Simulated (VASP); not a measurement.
# V2O3 (R-3c) in VASP: single point with PBE+U

Aim: the single point of V2O3 with PBE+U.

All numbers are computed with VASP 6.6.1; they aren't measurements. Logs are shortened: lines on timing, memory, paths and dates and some standing lists are left out, and cuts for length are marked.

## Step 1: The cell of the first run

It takes space group R-3c (No. 167, trigonal). Conventional cell: a = 4.942 Å, b = 4.942 Å, c = 14.016 Å, α = 90.00°, β = 90.00°, γ = 120.00°. Within 2.6 Å of V (site symmetry 3) lie 6 O at 1.95 to 2.08 Å. O (site symmetry 2) has 4 V at 1.95 to 2.08 Å within 2.6 Å.

## Step 2: Single point, PBE+U, collinear spin, ferromagnetic start

INCAR

```
SYSTEM = V2O3
  PREC = Accurate
  ENCUT = 600
  EDIFF = 1E-6
  ISMEAR = 0
  SIGMA = 0.05
  LREAL = .FALSE.
  LASPH = .TRUE.
  NELM = 200
  ALGO = Normal
  ISIF = 2
  LWAVE = .FALSE.
  LCHARG = .FALSE.
  ISPIN = 2
  MAGMOM = 2 2 2 2 0 0 0 0 0 0
  LORBIT = 11
  LMAXMIX = 4
  LDAU = .TRUE.
  LDAUTYPE = 2
  LDAUL = 2 -1
  LDAUU = 3.25 0
  LDAUJ = 0 0
  LDAUPRINT = 1
  GGA = PE
  NBANDS = 59
  GGA_COMPAT = .FALSE.
```

KPOINTS

```
regular mesh
0
G
  4 4 4
  0 0 0
```

POSCAR

```
V2O3
1.0
    2.4712000000      1.4267479852      4.6720333333
   -2.4712000000      1.4267479852      4.6720333333
    0.0000000000     -2.8534959704      4.6720333333
V O
4 6
Direct
    0.3467000000      0.3467000000      0.3467000000
    0.1533000000      0.1533000000      0.1533000000
    0.6533000000      0.6533000000      0.6533000000
    0.8467000000      0.8467000000      0.8467000000
    0.5698000000      0.9302000000      0.2500000000
    0.2500000000      0.5698000000      0.9302000000
    0.9302000000      0.2500000000      0.5698000000
    0.4302000000      0.0698000000      0.7500000000
    0.7500000000      0.4302000000      0.0698000000
    0.0698000000      0.7500000000      0.4302000000
```

Potentials or basis: VASP PAW PBE potentials, release 64 (V_sv, O).

Started as:

```bash
$ cat potpaw_PBE.64/V_sv/POTCAR potpaw_PBE.64/O/POTCAR > POTCAR
$ mpirun -np 1 vasp_std > vasp.out
```

OUTCAR:

```text
SYSTEM = V2O3
   PREC = Accurate
   ENCUT = 600
   EDIFF = 1E-6
   ISMEAR = 0
   LREAL = .FALSE.
   LASPH = .TRUE.
   NELM = 200
   ISIF = 2
   ISPIN = 2
   LORBIT = 11
   GGA = PE

 ion  position               nearest neighbor table
   1  0.347  0.347  0.347-   9 1.95   8 1.95  10 1.95   7 2.08   6 2.08   5 2.08   2 2.71   3 2.88
                             3 2.88   3 2.88
   2  0.153  0.153  0.153-  10 1.95   8 1.95   9 1.95   7 2.08   6 2.08   5 2.08   1 2.71   4 2.88
                             4 2.88   4 2.88
   3  0.653  0.653  0.653-   6 1.95   5 1.95   7 1.95   9 2.08  10 2.08   8 2.08   4 2.71   1 2.88
                             1 2.88   1 2.88
   4  0.847  0.847  0.847-   7 1.95   5 1.95   6 1.95   9 2.08  10 2.08   8 2.08   3 2.71   2 2.88
                             2 2.88   2 2.88
   5  0.570  0.930  0.250-   3 1.95   4 1.95   1 2.08   2 2.08
   6  0.250  0.570  0.930-   3 1.95   4 1.95   1 2.08   2 2.08
   7  0.930  0.250  0.570-   4 1.95   3 1.95   1 2.08   2 2.08
   8  0.430  0.070  0.750-   1 1.95   2 1.95   3 2.08   4 2.08
   9  0.750  0.430  0.070-   1 1.95   2 1.95   3 2.08   4 2.08
  10  0.070  0.750  0.430-   2 1.95   1 1.95   3 2.08   4 2.08

  LATTYP: Found a trigonal (rhomboedric) cell.
 ALAT       =     5.4745168482
 COS(alpha) =     0.5924750593

  Lattice vectors:

 A1 = (   2.4712000000,   1.4267479852,   4.6720333333)
 A2 = (  -2.4712000000,   1.4267479852,   4.6720333333)
 A3 = (   0.0000000000,  -2.8534959704,   4.6720333333)

Analysis of symmetry for initial positions (statically):
=====================================================================
 Subroutine PRICEL returns:
 Original cell was already a primitive cell.

 Routine SETGRP: Setting up the symmetry group for a
 trigonal (rhombohedral) supercell.

 Subroutine GETGRP returns: Found 12 space group operations
 (whereof  6 operations were pure point group operations)
 out of a pool of 12 trial point group operations.

The static configuration has the point symmetry S_6 .
 The point group associated with its full space group is D_3d.

Analysis of symmetry for dynamics (positions and initial velocities):
=====================================================================
 Subroutine PRICEL returns:
 Original cell was already a primitive cell.

 Routine SETGRP: Setting up the symmetry group for a
 trigonal (rhombohedral) supercell.

 Subroutine GETGRP returns: Found 12 space group operations
 (whereof  6 operations were pure point group operations)
 out of a pool of 12 trial point group operations.

The dynamic configuration has the point symmetry S_6 .
 The point group associated with its full space group is D_3d.

Analysis of structural, dynamic, and magnetic symmetry:
=====================================================================
 Subroutine PRICEL returns:
 Original cell was already a primitive cell.

 Routine SETGRP: Setting up the symmetry group for a
 trigonal (rhombohedral) supercell.

 Subroutine GETGRP returns: Found 12 space group operations
 (whereof  6 operations were pure point group operations)
 out of a pool of 12 trial point group operations.

The overall configuration has the point symmetry S_6 .
 The point group associated with its full space group is D_3d.

 Subroutine INISYM returns: Found 12 space group operations
 (whereof  6 operations are pure point group operations),
 and found     1 'primitive' translations

----------------------------------------------------------------------------------------

                                     Primitive cell

  volume of cell :      98.8354

  direct lattice vectors                    reciprocal lattice vectors
     2.471200000  1.426747985  4.672033333     0.202330851  0.116815772  0.071346523
    -2.471200000  1.426747985  4.672033333    -0.202330851  0.116815772  0.071346523
     0.000000000 -2.853495970  4.672033333     0.000000000 -0.233631543  0.071346523

  length of vectors
[... 117 lines left out ...]
   AEXX    =    0.0000 exact exchange contribution
   IVDW    =     0    specifies the selected vdW correction
   LEPSILON=     F    determine dielectric tensor
   LRPA    =     F    only Hartree local field effects (RPA)
 spin polarized calculation
 Gauss-broadening in eV      SIGMA  =   0.05
  energy-cutoff  :      600.00
  volume of cell :       98.84
 maximum number of plane-waves:      3312
 NGX is ok and might be reduce to    48
   NGX = 21   NGY = 21   NGZ = 21

atom =   1  type =  1  l = 2

 onsite density matrix

spin component  1
[... 116 lines left out ...]
  o =  0.0467  v =  0.0000  0.0000  0.0000  0.0000  0.0000 -0.8058 -0.5864 -0.0000 -0.0001 -0.0825      0.0000  0.0000  0.0000  0.0000  0.0000  0.0000  0.0000  0.0000  0.0000  0.0000
  o =  0.0467  v =  0.0000  0.0000  0.0000  0.0000  0.0000 -0.0825  0.0001  0.0000 -0.5864  0.8058      0.0000  0.0000  0.0000  0.0000  0.0000  0.0000  0.0000  0.0000  0.0000  0.0000
  o =  0.0675  v =  0.0000  0.0000  0.0000  0.0000  0.0000 -0.0000 -0.0000  1.0000  0.0000 -0.0000      0.0000  0.0000  0.0000  0.0000  0.0000  0.0000  0.0000  0.0000  0.0000  0.0000
  o =  0.1406  v =  0.0000 -0.0000  1.0000  0.0000  0.0000  0.0000  0.0000  0.0000  0.0000  0.0000      0.0000  0.0000  0.0000  0.0000  0.0000  0.0000  0.0000  0.0000  0.0000  0.0000
  o =  0.1928  v =  0.0000  0.0000  0.0000  0.0000  0.0000 -0.5833  0.8100  0.0000 -0.0000 -0.0598      0.0000  0.0000  0.0000  0.0000  0.0000  0.0000  0.0000  0.0000  0.0000  0.0000
  o =  0.1928  v =  0.0000  0.0000  0.0000  0.0000  0.0000  0.0598 -0.0000  0.0000 -0.8100 -0.5833      0.0000  0.0000  0.0000  0.0000  0.0000  0.0000  0.0000  0.0000  0.0000  0.0000
  o =  0.2509  v =  0.6550 -0.7509 -0.0000 -0.0000  0.0844  0.0000  0.0000  0.0000  0.0000  0.0000      0.0000  0.0000  0.0000  0.0000  0.0000  0.0000  0.0000  0.0000  0.0000  0.0000
  o =  0.2509  v =  0.0844  0.0000  0.0000 -0.7509 -0.6550  0.0000  0.0000  0.0000  0.0000  0.0000      0.0000  0.0000  0.0000  0.0000  0.0000  0.0000  0.0000  0.0000  0.0000  0.0000
  o =  0.8995  v = -0.7448 -0.6604  0.0000 -0.0000 -0.0960  0.0000  0.0000  0.0000  0.0000  0.0000      0.0000  0.0000  0.0000  0.0000  0.0000  0.0000  0.0000  0.0000  0.0000  0.0000
  o =  0.8995  v =  0.0960 -0.0000  0.0000  0.6604 -0.7448  0.0000  0.0000  0.0000  0.0000  0.0000      0.0000  0.0000  0.0000  0.0000  0.0000  0.0000  0.0000  0.0000  0.0000  0.0000

 number of electron      87.9999993 magnetization       8.0001068

 Free energy of the ion-electron system (eV)
  ---------------------------------------------------
  ext. energy  EPLUGINS =         0.00000000
  ---------------------------------------------------
  free energy    TOTEN  =       -79.21295406 eV

  energy without entropy =      -79.21251288  energy(sigma->0) =      -79.21273347

 E-fermi :   7.8607     XC(G=0): -12.0317

 val. band max:        7.7141042444   @ k =   0.2500   0.2500   0.2500
 cond. band min:       7.8606574749   @ k =   0.0000   0.0000   0.0000
 fundamental gap:      0.1465532305
 Fermi energy:         7.8606560217

 spin component 1

 k-point     1 :       0.0000    0.0000    0.0000
  band No.  band energies     occupation
      1     -57.8696      1.00000
      2     -57.8338      1.00000
      3     -57.8249      1.00000
      4     -57.7966      1.00000
      5     -32.0841      1.00000
      6     -31.9870      1.00000
[... 756 lines left out ...]
     55      10.9326      0.00000
     56      10.9326      0.00000
 Fermi energy:         7.8606560217

 spin component 2

 k-point     1 :       0.0000    0.0000    0.0000
  band No.  band energies     occupation
      1     -55.9536      1.00000
      2     -55.9148      1.00000
      3     -55.9066      1.00000
      4     -55.8763      1.00000
      5     -30.6251      1.00000
      6     -30.5148      1.00000
[... 756 lines left out ...]
     55      12.6122      0.00000
     56      12.6122      0.00000
 [bands above 56 left out]

------------------------ aborting loop because EDIFF is reached ----------------------------------------

  FORCE on cell =-STRESS in cart. coord.  units (eV):
  Direction    XX          YY          ZZ          XY          YZ          ZX
  --------------------------------------------------------------------------------------
  -------------------------------------------------------------------------------------
  Total       11.4963052     11.4963052     11.4870329      0.0000000      0.0000000      0.0000000
  in kB      186.3616381    186.3616381    186.2113290      0.0000000      0.0000000      0.0000000
  external PRESSURE =     186.3115351 kB  Pullay stress =       0.0000000 kB

 VOLUME and BASIS-vectors are now :
 -----------------------------------------------------------------------------
  energy-cutoff  :      600.00
  volume of cell :       98.84
      direct lattice vectors                 reciprocal lattice vectors
     2.471200000  1.426747985  4.672033333     0.202330851  0.116815772  0.071346523
    -2.471200000  1.426747985  4.672033333    -0.202330851  0.116815772  0.071346523
     0.000000000 -2.853495970  4.672033333     0.000000000 -0.233631543  0.071346523

 POSITION                                       TOTAL-FORCE (eV/Angst)
 -----------------------------------------------------------------------------------
      0.00000      0.00000      4.85938        -0.000000     -0.000000      0.314577
      0.00000      0.00000      2.14867        -0.000000     -0.000000     -0.314577
      0.00000      0.00000      9.15672        -0.000000     -0.000000     -0.314577
      0.00000      0.00000     11.86743        -0.000000     -0.000000      0.314577
     -0.89062      1.42675      8.17606        -0.953701     -0.000000     -0.000000
     -0.79029     -1.48467      8.17606         0.476850     -0.825929     -0.000000
      1.68091      0.05793      8.17606         0.476850      0.825929     -0.000000
      0.89062     -1.42675      5.84004         0.953701     -0.000000     -0.000000
      0.79029      1.48467      5.84004        -0.476850      0.825929     -0.000000
     -1.68091     -0.05793      5.84004        -0.476850     -0.825929     -0.000000
 -----------------------------------------------------------------------------------
    total drift:                                0.000000      0.000000      0.000000

  FREE ENERGIE OF THE ION-ELECTRON SYSTEM (eV)
  ---------------------------------------------------
  free  energy   TOTEN  =       -79.2129540576 eV

  energy  without entropy=      -79.2125128776  energy(sigma->0) =      -79.21273347

 total charge

# of ion       s       p       d       tot
------------------------------------------
    1        2.242   6.262   2.958  11.462
    2        2.242   6.262   2.958  11.462
    3        2.242   6.262   2.958  11.462
    4        2.242   6.262   2.958  11.462
    5        1.555   3.544   0.000   5.099
    6        1.555   3.544   0.000   5.099
    7        1.555   3.544   0.000   5.099
    8        1.555   3.544   0.000   5.099
    9        1.555   3.544   0.000   5.099
   10        1.555   3.544   0.000   5.099
--------------------------------------------------
tot         18.297  46.314  11.831  76.443

 magnetization (x)

# of ion       s       p       d       tot
------------------------------------------
    1        0.018   0.019   1.889   1.925
    2        0.018   0.019   1.889   1.925
    3        0.018   0.019   1.889   1.925
    4        0.018   0.019   1.889   1.925
    5       -0.003  -0.020   0.000  -0.023
    6       -0.003  -0.020   0.000  -0.023
    7       -0.003  -0.020   0.000  -0.023
    8       -0.003  -0.020   0.000  -0.023
    9       -0.003  -0.020   0.000  -0.023
   10       -0.003  -0.020   0.000  -0.023
--------------------------------------------------
tot          0.053  -0.048   7.555   7.561
```

Run time: 5 min. Hardware: 1 thread of Intel Xeon Platinum 8259CL at 2.50GHz (Skylake/Cascade Lake), shared host; peak memory 0.46 GiB.

What came out:

```yaml
Free_energy: -79.2130 eV
Pressure: 18.6 GPa
Largest_force: 0.954 eV/Å
Band_gap_on_the_k_mesh: zero (filled and empty bands touch)
Net_moment: 8.00 μB per cell
Site_moments: V +1.93; O -0.02 μB
Valence_electrons_inside_the_program's_atomic_spheres: V 11.46; O 5.10
```

Forces on the atoms (eV/Å):
```
V    0.000  0.000  0.315
V    0.000  0.000 -0.315
V    0.000  0.000 -0.315
V    0.000  0.000  0.315
O   -0.954  0.000  0.000
O    0.477 -0.826  0.000
O    0.477  0.826  0.000
O    0.954  0.000  0.000
O   -0.477  0.826  0.000
O   -0.477 -0.826  0.000
```

Eigenvalues of the final occupation matrices:
```
    site  spin  trace               eigenvalues
site 1 d     1   2.44  0.14 0.25 0.25 0.90 0.90
site 1 d     2   0.55  0.05 0.05 0.07 0.19 0.19
site 2 d     1   2.44  0.14 0.25 0.25 0.90 0.90
site 2 d     2   0.55  0.05 0.05 0.07 0.19 0.19
site 3 d     1   2.44  0.14 0.25 0.25 0.90 0.90
site 3 d     2   0.55  0.05 0.05 0.07 0.19 0.19
site 4 d     1   2.44  0.14 0.25 0.25 0.90 0.90
site 4 d     2   0.55  0.05 0.05 0.07 0.19 0.19
```

Caveat: the k points lie up to 0.38 Å⁻¹ apart. The state reached can hang on the start; a lower one may exist.

The gap in the log of VASP goes by the Fermi energy; the results here count the filled bands.